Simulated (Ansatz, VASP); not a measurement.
**Sn in VASP and in Ansatz**

```
Sn
1.0
    -1.68803    1.68803    2.38687
     1.68803   -1.68803    2.38687
     1.68803    1.68803   -2.38687
Sn
1
Direct
  0.00000 0.00000 0.00000
```

Alike in both runs: task single point; functional PBEsol; k mesh 20 × 20 × 20; occupations gaussian, width 0.15 eV; no spin polarisation.

|  | VASP | Ansatz |
| --- | --- | --- |
| version | VASP 6.6.1 | Ansatz 0.2.0 |
| potentials or method | VASP PAW PBE potentials, release 64 (Sn_d), cutoff 520 eV | scalar-relativistic, plane waves, PAW |
| valence electrons in the cell | 14 | 14 |

```csv
,VASP,Ansatz,Ansatz less VASP
gap on the k mesh at the Fermi level (eV),none,none,-
pressure (GPa),-1.3,-1.3,+0.03
```

VASP's potentials were made for PBE, not for PBEsol. A gap of «none» marks a metal or a gap that the smearing closes. The functional is the same, so the differences come from potentials, cutoffs and numerics.
